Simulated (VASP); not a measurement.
Input of a VASP 6.6.1 run:

INCAR

```
PREC = Accurate
ENCUT = 520
EDIFF = 1E-6
ISMEAR = 0
SIGMA = 0.015
LREAL = F
LASPH = T
NELM = 100
ALGO = Normal
ISIF = 2
LWAVE = F
LCHARG = F
GGA = PE
NBANDS = 16
```

File KPOINTS:

```
Automatic mesh
0
Gamma
  8 8 8
```

The input POSCAR:

```
NbTe
1.0
    3.4257000000      0.0000000000      0.0000000000
    0.0000000000      3.4257000000      0.0000000000
    0.0000000000      0.0000000000      3.4257000000
Nb Te
1 1
Direct
    0.5000000000      0.5000000000      0.5000000000
    0.0000000000      0.0000000000      0.0000000000
```

Potentials or basis: VASP PAW PBE potentials, release 64 (Nb_sv, Te).

Command:

```console
$ cat potpaw_PBE.64/Nb_sv/POTCAR potpaw_PBE.64/Te/POTCAR > POTCAR
$ mpirun -np 1 vasp_std > vasp.out
```

Question: Estimate the pressure.

Answer: -0.3 GPa.
